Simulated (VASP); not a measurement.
Here is a VASP 6.6.1 calculation.

File INCAR:

```
SYSTEM = Sr
PREC = Accurate ; ENCUT = 520
EDIFF = 1E-6 ; ISMEAR = -1
SIGMA = 0.1 ; LREAL = .FALSE.
LASPH = .TRUE. ; NELM = 100
ALGO = Normal ; ISIF = 2
LWAVE = .FALSE. ; LCHARG = .FALSE.
GGA = CA ; NBANDS = 11
```

The input KPOINTS:

```
regular mesh
0
G
  8 8 8
  0 0 0
```

File POSCAR:

```
Sr
1.0
    2.0673740000      1.1935990000      6.7349910000
   -2.0673740000      1.1935990000      6.7349910000
    0.0000000000     -2.3871980000      6.7349910000
Sr
1
Direct
    0.5000000000      0.5000000000      0.5000000000
```

Potentials or basis: VASP PAW LDA potentials, release 64 (Sr_sv).

Launch:

```sh
$ cat potpaw_LDA.64/Sr_sv/POTCAR > POTCAR
$ mpirun -np 1 vasp_std > vasp.out
```

(1) Predict the pressure.

(2) What does it give for the band gap on the k mesh?

Results:

(1) -0.4 GPa.

(2) zero (bands 5 and 6 overlap by 0.68 eV).
